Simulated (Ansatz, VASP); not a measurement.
**Pd: VASP beside Ansatz**

```
Pd
1.0
     3.15879    0.00000    0.00000
     0.00000    3.15879    0.00000
     0.00000    0.00000    3.15879
Pd
2
Direct
  0.00000 0.00000 0.00000
  0.50000 0.50000 0.50000
```

Alike in both runs: task single point; functional revPBE; k mesh 16 × 16 × 16; occupations fermi-dirac, width 0.05 eV; collinear spin.

```csv
,VASP,Ansatz
version,VASP 6.6.1,Ansatz 0.2.0
potentials or method,"VASP PAW PBE potentials, release 64 (Pd), cutoff 520 eV","plane waves (420 eV) with PAW, scalar-relativistic"
valence electrons in the cell,20,36
```

```csv
,VASP,Ansatz,Ansatz less VASP
net moment per atom (μB),0.00,0.00,0.000
```

VASP's potentials were made for PBE, not for revPBE. VASP's potentials hold 20 valence electrons a cell and Ansatz's 36, so a difference there can come from the potentials and not from the codes. Ansatz's warnings: seeded moment not kept.
